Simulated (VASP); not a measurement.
**NaCl: single point with PBE-based screened hybrid with 50 % exact exchange**

The system is NaCl.

```
CELL_PARAMETERS angstrom
3.45955 0.00000 0.00000
0.00000 3.45955 0.00000
0.00000 0.00000 3.45955
ATOMIC_POSITIONS crystal
Na 0.00000 0.00000 0.00000
Cl 0.50000 0.50000 0.50000
```

```json
{
 "Program": "VASP 6.6.1",
 "Task": "single point",
 "Functional": "PBE-based screened hybrid with 50 % exact exchange",
 "Potentials or basis": "VASP PAW PBE potentials, release 64 (Na_pv, Cl)",
 "Cutoff": "520 eV",
 "k mesh": "4 × 4 × 4",
 "Occupations": "gaussian, width 0.01 eV",
 "Spin": "no spin polarisation"
}
```

- Pressure: 0.2 GPa
- Band gap on the k mesh: 6.31 eV (least direct gap 6.90 eV)

Levels at points of the mesh, in eV from the valence-band top:
```
           k point  band 4  band 5  band 6  band 7  band 8  band 9  band 10  band 11
(0.00, 0.00, 0.00)  -15.91   -0.60   -0.60   -0.60    6.31   10.75    10.75    18.94
(0.50, 0.00, 0.00)  -15.46   -3.43   -0.31   -0.31    9.30   11.37    12.88    14.50
(0.50, 0.50, 0.00)  -15.12   -2.70   -2.70    0.00    7.68   12.38    13.87    13.87
(0.50, 0.50, 0.50)  -14.78   -2.23   -2.23   -2.23    9.28    9.28     9.28    14.65
```

Run time: 3.4 min on 1 thread of Oxide Virtual Turin-like Processor, with other jobs on the host, peak memory 0.21 GiB.

Caveat: the k points lie up to 0.45 Å⁻¹ apart; the structure was generated, so it needn't be the stable form of NaCl; the PAW data sets were made with another functional, which shifts forces and pressure a little. A k mesh can miss the band edges.
